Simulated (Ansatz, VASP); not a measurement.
## MgH2 in VASP and in Ansatz

```
Mg H
1.0
    -1.89066    1.89066    4.69359
     1.89066   -1.89066    4.69359
     1.89066    1.89066   -4.69359
Mg H
2 4
Direct
  0.75000 0.25000 0.50000
  0.00000 0.00000 0.00000
  0.53982 0.03982 0.50000
  0.78982 0.78982 0.00000
  0.21018 0.21018 0.00000
  0.96018 0.46018 0.50000
```

Alike in both runs: task single point; functional PBE; k mesh 10 × 10 × 10; no spin polarisation.

|  | VASP | Ansatz |
| --- | --- | --- |
| version | VASP 6.6.1 | Ansatz 0.2.0 |
| potentials or method | VASP PAW PBE potentials, release 64 (Mg, H) | plane waves, PAW |
| plane-wave cutoff (eV) | 520 | 420 |
| occupations | gaussian, width 0.01 eV | fixed |
| valence electrons in the cell | 8 | 24 |

```tsv
	VASP	Ansatz	Ansatz less VASP
gap on the k mesh at the Fermi level (eV)	3.58	3.59	+0.009
pressure (GPa)	0.8	1.1	+0.24
traceless stress, the component that is largest in VASP (GPa)	0.05	0.08	+0.026
rms of the force components (eV/Å)	0.010	0.011	+0.0003
```

Atom by atom the forces differ by 0.000 eV/Å (rms over components). VASP's potentials hold 8 valence electrons a cell and Ansatz's 24, so a difference there can come from the potentials and not from the codes.
